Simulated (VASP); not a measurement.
# V (Im-3m) in VASP: further runs

V is run at these levels: PBE; tasks: single point, relaxation of cell and atoms.

Program: VASP 6.6.1. These are calculated values, not measurements. Logs are shortened: lines on timing, memory, paths and dates and some standing lists are left out, and cuts for length are marked.

## Step 1: The cell of the first run

Symmetry: Im-3m, No. 229, cubic system. Conventional cell: a = 2.996 Å, b = 2.996 Å, c = 2.996 Å, α = 90.00°, β = 90.00°, γ = 90.00°. Within 3.4 Å of V (site symmetry m-3m) lie 14 V at 2.60 to 3.00 Å.

## Step 2: Single point, PBE

File INCAR:

```
  PREC = Accurate
  ENCUT = 520
  EDIFF = 1E-7
  ISMEAR = 0
  SIGMA = 0.1
  LREAL = F
  LASPH = T
  NELM = 80
  ALGO = Normal
  ISIF = 2
  LWAVE = F
  LCHARG = T
  GGA = PE
  LELF = T
  LVHAR = T
  NBANDS = 12
```

File KPOINTS:

```
regular mesh
0
Gamma
  20 20 20
```

File POSCAR:

```
V
1.0
   -1.4982466930      1.4982466930      1.4982466930
    1.4982466930     -1.4982466930      1.4982466930
    1.4982466930      1.4982466930     -1.4982466930
V
1
Direct
    0.0000000000      0.0000000000      0.0000000000
```

Potentials or basis: VASP PAW PBE potentials, release 64 (V_sv).

The run is started by

```console
> cat potpaw_PBE.64/V_sv/POTCAR > POTCAR
> mpirun -np 1 vasp_std > vasp.out
```

OUTCAR:

```text
PREC = Accurate
   ENCUT = 520
   EDIFF = 1E-7
   ISMEAR = 0
   LREAL = F
   LASPH = T
   NELM = 80
   ISIF = 2
   GGA = PE

 ion  position               nearest neighbor table
   1  0.000  0.000  0.000-

  LATTYP: Found a body centered cubic cell.
 ALAT       =     2.9964933860

  Lattice vectors:

 A1 = (  -1.4982466930,   1.4982466930,   1.4982466930)
 A2 = (   1.4982466930,  -1.4982466930,   1.4982466930)
 A3 = (   1.4982466930,   1.4982466930,  -1.4982466930)

Analysis of symmetry for initial positions (statically):
=====================================================================
 Subroutine PRICEL returns:
 Original cell was already a primitive cell.

 Routine SETGRP: Setting up the symmetry group for a
 body centered cubic supercell.

 Subroutine GETGRP returns: Found 48 space group operations
 (whereof 48 operations were pure point group operations)
 out of a pool of 48 trial point group operations.

The static configuration has the point symmetry O_h .

Analysis of symmetry for dynamics (positions and initial velocities):
=====================================================================
 Subroutine PRICEL returns:
 Original cell was already a primitive cell.

 Routine SETGRP: Setting up the symmetry group for a
 body centered cubic supercell.

 Subroutine GETGRP returns: Found 48 space group operations
 (whereof 48 operations were pure point group operations)
 out of a pool of 48 trial point group operations.

The dynamic configuration has the point symmetry O_h .

 Subroutine INISYM returns: Found 48 space group operations
 (whereof 48 operations are pure point group operations),
 and found     1 'primitive' translations

----------------------------------------------------------------------------------------

                                     Primitive cell

  volume of cell :      13.4527

  direct lattice vectors                    reciprocal lattice vectors
    -1.498246693  1.498246693  1.498246693     0.000000000  0.333723413  0.333723413
     1.498246693 -1.498246693  1.498246693     0.333723413  0.000000000  0.333723413
     1.498246693  1.498246693 -1.498246693     0.333723413  0.333723413  0.000000000

  length of vectors
     2.595039395  2.595039395  2.595039395     0.471956177  0.471956177  0.471956177

  position of ions in fractional coordinates (direct lattice)
[... 82 lines left out ...]
   NFREE  =      0    steps in history (QN), initial steepest desc. (CG)
   ISIF   =      2    stress and relaxation
   ISYM   =      2    0-nonsym 1-usesym 2-fastsym
   POTIM  = 0.5000    time-step for ionic-motion
   TEBEG  =    0.0;   TEEND  =   0.0 temperature during run
   PSTRESS=    0.0 pullay stress
   NELECT =      13.0000    total number of electrons
   NUPDOWN=      -1.0000    fix difference up-down
   EMIN   =  10.00;   EMAX   =-10.00  energy-range for DOS
   EFERMI =   0.00;   METHOD = LEGACY
   ISMEAR =     0;   SIGMA  =   0.10  broadening in eV -4-tet -1-fermi 0-gaus
   EFERMI_NEDOS =   21; number of points for ismear=-14 and -15
   IALGO  =     38    algorithm
   IMIX   =      4    mixing-type and parameters
     AMIX     =   0.40;   BMIX     =  1.00
     AMIX_MAG =   1.60;   BMIX_MAG =  1.00
  volume/ion in A,a.u.               =      13.45        90.78
  Fermi-wavevector in a.u.,A,eV,Ry     =   1.618525  3.058568 35.642117  2.619622
  Thomas-Fermi vector in A             =   2.712774
   LORBIT       =      0    0 simple, 1 ext, 2 COOP (PROOUT), +10 PAW based schemes
   GGA     = PE    functional components
   LHFCALC =     F    Hartree Fock is set to
   AEXX    =    0.0000 exact exchange contribution
   IVDW    =     0    specifies the selected vdW correction
   LEPSILON=     F    determine dielectric tensor
   LRPA    =     F    only Hartree local field effects (RPA)
 non-spin polarized calculation
 Gauss-broadening in eV      SIGMA  =   0.10
  energy-cutoff  :      520.00
  volume of cell :       13.45
 maximum number of plane-waves:       374
   NGX =  9   NGY =  9   NGZ =  9

 number of electron      12.9999990 magnetization

 Free energy of the ion-electron system (eV)
  ---------------------------------------------------
  ext. energy  EPLUGINS =         0.00000000
  ---------------------------------------------------
  free energy    TOTEN  =        -8.99674018 eV

  energy without entropy =       -8.98797326  energy(sigma->0) =       -8.99235672

 E-fermi :   9.7189     XC(G=0): -12.9119

 val. band max:        9.7173351731   @ k =  -0.3000   0.3000   0.1500
 cond. band min:       9.7211936084   @ k =   0.1000   0.0500   0.0500
 fundamental gap:      0.0038584353
 Fermi energy:         9.7189102980

 k-point     1 :       0.0000    0.0000    0.0000
  band No.  band energies     occupation
      1     -53.9993      2.00000
      2     -27.2978      2.00000
      3     -27.2978      2.00000
      4     -27.2978      2.00000
      5       3.1334      2.00000
      6      10.1325      0.00000
      7      10.1325      0.00000
      8      10.1325      0.00000
      9      12.1448      0.00000
     10      12.1448      0.00000
     11      30.2198      0.00000
     12      30.2198      0.00000
[... 331 lines left out ...]
 k-point    24 :       0.2500    0.1000    0.0000
  band No.  band energies     occupation
      1     -53.8620      2.00000
      2     -27.9062      2.00000
      3     -27.4933      2.00000
      4     -27.3324      2.00000
      5       6.1443      2.00000
      6       9.0687      2.00000
      7       9.4449      1.99989
      8      11.7685      0.00000
      9      12.4316      0.00000
     10      12.6927      0.00000
     11      24.3417      0.00000
     12      26.8273      0.00000

 [... further k-points ...]

------------------------ aborting loop because EDIFF is reached ----------------------------------------

  FORCE on cell =-STRESS in cart. coord.  units (eV):
  Direction    XX          YY          ZZ          XY          YZ          ZX
  --------------------------------------------------------------------------------------
  -------------------------------------------------------------------------------------
  Total        0.0270641      0.0270641      0.0270641     -0.0000000     -0.0000000     -0.0000000
  in kB        3.2232471      3.2232471      3.2232471     -0.0000000     -0.0000000     -0.0000000
  external PRESSURE =       3.2232471 kB  Pullay stress =       0.0000000 kB

 VOLUME and BASIS-vectors are now :
 -----------------------------------------------------------------------------
  energy-cutoff  :      520.00
  volume of cell :       13.45
      direct lattice vectors                 reciprocal lattice vectors
    -1.498246693  1.498246693  1.498246693     0.000000000  0.333723413  0.333723413
     1.498246693 -1.498246693  1.498246693     0.333723413  0.000000000  0.333723413
     1.498246693  1.498246693 -1.498246693     0.333723413  0.333723413  0.000000000

 POSITION                                       TOTAL-FORCE (eV/Angst)
 -----------------------------------------------------------------------------------
      0.00000      0.00000      0.00000         0.000000      0.000000     -0.000000
 -----------------------------------------------------------------------------------
    total drift:                                0.000000     -0.000000      0.000000

  FREE ENERGIE OF THE ION-ELECTRON SYSTEM (eV)
  ---------------------------------------------------
  free  energy   TOTEN  =        -8.9967401802 eV

  energy  without entropy=       -8.9879732623  energy(sigma->0) =       -8.99235672
```

OSZICAR:

```text
N       E                     dE             d eps       ncg     rms          rms(c)
DAV:   1     0.915828554821E+02    0.91583E+02   -0.70520E+03  6156   0.118E+03
DAV:   2    -0.909072573921E+01   -0.10067E+03   -0.97800E+02  6272   0.332E+02
DAV:   3    -0.103815426213E+02   -0.12908E+01   -0.12874E+01  6812   0.439E+01
DAV:   4    -0.103880218848E+02   -0.64793E-02   -0.64792E-02  6612   0.331E+00
DAV:   5    -0.103880993271E+02   -0.77442E-04   -0.77442E-04  6764   0.342E-01    0.184E+01
DAV:   6    -0.902169860375E+01    0.13664E+01   -0.31477E+00  6396   0.295E+01    0.160E+00
DAV:   7    -0.900494094252E+01    0.16758E-01   -0.28352E-02  6412   0.213E+00    0.101E+00
DAV:   8    -0.899668630532E+01    0.82546E-02   -0.44589E-03  6592   0.101E+00    0.680E-02
DAV:   9    -0.899673680216E+01   -0.50497E-04   -0.17681E-04  6292   0.195E-01    0.334E-02
DAV:  10    -0.899673904561E+01   -0.22435E-05   -0.10001E-05  6560   0.467E-02    0.549E-03
DAV:  11    -0.899673982606E+01   -0.78046E-06   -0.81890E-07  6552   0.152E-02    0.643E-04
DAV:  12    -0.899674005909E+01   -0.23303E-06   -0.13000E-08  3352   0.187E-03    0.289E-04
DAV:  13    -0.899674018795E+01   -0.12886E-06   -0.21066E-09  3124   0.719E-04    0.874E-05
DAV:  14    -0.899674018018E+01    0.77714E-08   -0.29690E-10  3116   0.307E-04
   1 F= -.89967402E+01 E0= -.89923567E+01  d E =-.876692E-02
```

Run time: 22 s. Hardware: 1 thread of Intel Xeon 6975P-C, shared host; peak memory 0.15 GiB.

What came out:

```
Free energy : -8.9967 eV
Pressure    : 0.3 GPa
```

Levels at points of the mesh, in eV from the Fermi level:
```
           k point  band 3  band 4  band 5  band 6  band 7  band 8  band 9  band 10  band 11  band 12
(0.00, 0.00, 0.00)  -37.02  -37.02   -6.59    0.41    0.41    0.41    2.43     2.43    20.50    20.50
(0.50, 0.00, 0.00)  -37.30  -37.02   -3.17   -1.13    1.65    2.43    2.79     4.12    10.19    15.90
(0.50, 0.50, 0.50)  -37.63  -37.63   -3.00   -3.00    3.73    3.73    3.73    10.22    10.22    10.22
```

## Step 3: Relaxation of cell and atoms, PBE

This run uses another cell than the first one, of 13.54 Å³/atom, 1.006 times its volume.

File INCAR:

```
SYSTEM = V
PREC = Accurate ; ENCUT = 600
EDIFF = 1E-6 ; ISMEAR = 0
SIGMA = 0.1 ; LREAL = .FALSE.
LASPH = .TRUE. ; NELM = 80
ALGO = Normal ; ISIF = 3
LWAVE = .FALSE. ; LCHARG = .FALSE.
GGA = PE ; IBRION = 2
NSW = 80 ; EDIFFG = -0.01
```

File KPOINTS:

```
regular mesh
0
G
  20 20 20
  0 0 0
```

File POSCAR:

```
V
1.0
   -1.5012953099      1.5012953099      1.5012953099
    1.5012953099     -1.5012953099      1.5012953099
    1.5012953099      1.5012953099     -1.5012953099
V
1
Direct
    0.0000000000      0.0000000000      0.0000000000
```

Potentials or basis: VASP PAW PBE potentials, release 64 (V_sv).

The run is started by

```console
> cat potpaw_PBE.64/V_sv/POTCAR > POTCAR
> mpirun -np 1 vasp_std > vasp.out
```

Wall time 30 s (1 thread of Intel Xeon 6975P-C, shared host); peak memory 0.18 GiB.

Results (log left out):

| Property | Result |
| --- | --- |
| Free energy | -8.9968 eV |
| Relaxed volume | 13.47 Å³/atom |
| Relaxed cell | a = 2.596 Å, b = 2.596 Å, c = 2.596 Å, α = 109.47°, β = 109.47°, γ = 109.47° |
| Space group after relaxing (to 0.05 Å) | Im-3m (No. 229) |
| Energy gained by relaxing | 0.2 meV/atom |
| Ionic steps | 3 |
| Pressure after relaxing | 0.0 GPa |

The path:
| step | energy change (eV) | largest force (eV/Å) | pressure (GPa) | volume (Å³) |
| --- | --- | --- | --- | --- |
| 1 | 0.0000 | 0.0000 | -0.85 | 13.54 |
| 2 | 0.0001 | 0.0000 | 1.11 | 13.40 |
| 3 | -0.0002 | 0.0000 | -0.02 | 13.47 |

Final structure:
```cif
data_structure
_symmetry_space_group_name_H-M 'P 1'
_symmetry_Int_Tables_number 1
_cell_length_a 2.5962
_cell_length_b 2.5962
_cell_length_c 2.5962
_cell_angle_alpha 109.471
_cell_angle_beta 109.471
_cell_angle_gamma 109.471
_cell_volume 13.47
loop_
_atom_site_label
_atom_site_type_symbol
_atom_site_fract_x
_atom_site_fract_y
_atom_site_fract_z
_atom_site_occupancy
V1 V 0.00000 0.00000 0.00000 1
```

Levels at points of the mesh, in eV from the Fermi level:
| k point | band 5 | band 6 | band 7 | band 8 | band 9 | band 10 |
| --- | --- | --- | --- | --- | --- | --- |
| (0.00, 0.00, 0.00) | -6.58 | 0.41 | 0.41 | 0.41 | 2.42 | 2.42 |
| (0.50, 0.00, 0.00) | -3.17 | -1.13 | 1.64 | 2.42 | 2.78 | 4.11 |
| (0.50, 0.50, 0.50) | -2.99 | -2.99 | 3.72 | 3.72 | 3.72 | 10.21 |
